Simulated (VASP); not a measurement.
NiMoIrPdW: single point with PBE

NiMoIrPdW:

```
CELL_PARAMETERS angstrom
2.76616 0.00000 0.00000
-1.38308 2.39557 0.00000
0.00000 0.00000 11.02292
ATOMIC_POSITIONS crystal
Ni 0.33333 0.66667 0.59712
Mo 0.00000 0.00000 0.41074
Pd 0.66667 0.33333 0.79520
Ir 0.66667 0.33333 0.19960
W 0.33333 0.66667 0.99734
```

```
Program                : VASP 6.6.1
Task                   : single point
Functional             : PBE
Potentials or basis    : VASP PAW PBE potentials, release 64 (Ni, Mo_sv, Pd, Ir, W_sv)
Cutoff                 : 520 eV
k mesh                 : 6 × 6 × 2
Occupations            : fermi-dirac, width 0.05 eV
Spin                   : collinear spin, ferromagnetic start
Starting moments       : [1.0, 1.0, 0.0, 0.6, 0.0] μB
Dipole correction      : no
Further INCAR settings : ALGO = Normal; EDIFF = 1e-06; NBANDS = 40
```

| Property | Result |
| --- | --- |
| Pressure | -0.1 GPa |
| Largest force | 0.421 eV/Å |
| Net moment | 0.00 μB per cell |
| Valence electrons inside the program's atomic spheres | Ni 9.17; Mo 12.46; Pd 9.57; Ir 8.39; W 12.07 |

Forces on the atoms (eV/Å):
```
Ni   0.000  0.000  0.091
Mo   0.000  0.000 -0.285
Pd   0.000  0.000 -0.166
Ir   0.000  0.000 -0.061
W    0.000  0.000  0.421
```

Stress tensor (GPa, compression positive):
```
 0.22  0.00  0.00
 0.00  0.22  0.00
 0.00  0.00 -0.75
```

Levels at points of the mesh, in eV from the Fermi level:
Spin up:
```tsv
k point	band 25	band 26	band 27	band 28	band 29	band 30	band 31	band 32	band 33	band 34
(0.00, 0.00, 0.00)	-1.54	-1.54	-1.04	-1.04	-0.85	-0.36	-0.36	-0.21	0.40	0.40
(0.50, 0.00, 0.00)	-0.45	-0.41	-0.17	0.70	1.30	1.33	1.62	2.27	2.75	3.91
(0.50, 0.50, 0.00)	-0.45	-0.41	-0.17	0.70	1.30	1.33	1.62	2.27	2.75	3.91
(0.00, 0.00, 0.50)	-1.49	-1.45	-1.45	-1.26	-1.26	-0.25	-0.25	0.39	0.39	0.61
(0.50, 0.00, 0.50)	-0.64	-0.45	-0.28	0.59	1.32	1.47	2.13	2.44	2.61	3.85
(0.50, 0.50, 0.50)	-0.64	-0.45	-0.28	0.59	1.32	1.47	2.13	2.44	2.61	3.85
```
Spin down:
```
           k point  band 26  band 27  band 28  band 29  band 30  band 31  band 32  band 33
(0.00, 0.00, 0.00)    -1.54    -1.04    -1.04    -0.85    -0.36    -0.36    -0.21     0.40
(0.50, 0.00, 0.00)    -0.41    -0.17     0.70     1.30     1.33     1.62     2.27     2.75
(0.50, 0.50, 0.00)    -0.41    -0.17     0.70     1.30     1.33     1.62     2.27     2.75
(0.00, 0.00, 0.50)    -1.45    -1.45    -1.26    -1.26    -0.25    -0.25     0.39     0.39
(0.50, 0.00, 0.50)    -0.45    -0.28     0.59     1.32     1.47     2.13     2.44     2.61
(0.50, 0.50, 0.50)    -0.45    -0.28     0.59     1.32     1.47     2.13     2.44     2.61
```

Wall time 7.6 min on 1 thread of Intel(R) Xeon(R) Platinum 8488C (Sapphire Rapids) (shared host), peak memory 0.34 GiB.

Caveat: the k points lie up to 0.44 Å⁻¹ apart; spin-orbit coupling is left out, which moves the levels of the heavy elements.
